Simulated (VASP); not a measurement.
A run of VASP 6.6.1 is set up as follows.

File INCAR:

```
SYSTEM = CuI
  PREC = Accurate
  ENCUT = 520
  EDIFF = 1E-8
  ISMEAR = -1
  SIGMA = 0.02
  LREAL = .False.
  LASPH = .True.
  NELM = 60
  ALGO = Normal
  ISIF = 2
  LWAVE = .False.
  LCHARG = .False.
  GGA = PE
  LEFG = .True.
  NBANDS = 26
```

Contents of KPOINTS:

```
regular mesh
0
Gamma
  5 5 6
  0 0 0
```

Contents of POSCAR:

```
CuI
1.0
    3.8451626177     -3.8224189611      0.0000000000
    3.8451626177      3.8224189611      0.0000000000
    0.0000000000      0.0000000000      4.3069976700
Cu I
2 2
Direct
    0.4204388300      0.5795611700      0.7500000000
    0.5795611700      0.4204388300      0.2500000000
    0.7700426800      0.2299573200      0.7500000000
    0.2299573200      0.7700426800      0.2500000000
```

Potentials or basis: VASP PAW PBE potentials, release 64 (Cu, I).

Run with:

```sh
$ cat potpaw_PBE.64/Cu/POTCAR potpaw_PBE.64/I/POTCAR > POTCAR
$ mpirun -np 1 vasp_std > vasp.out
```

Question: What does it give for the pressure?

Answer: -0.2 GPa.

Question: Predict the band gap on the k mesh.

Answer: 0.92 eV.

Question: Estimate the largest force.

Answer: 0.302 eV/Å.

Forces on the atoms (eV/Å):
```
Cu   0.000  0.016  0.000
Cu   0.000 -0.016  0.000
I    0.000  0.302  0.000
I    0.000 -0.302  0.000
```

Caveat: the cell differs from its parent crystal (equal xx and yy strain of +3 %); without QUAD_EFG the Cq values of the log hold for a quadrupole moment of 1 mb, not for the nuclei; spin-orbit coupling is left out, which moves the levels of the heavy elements. A k mesh can miss the band edges.
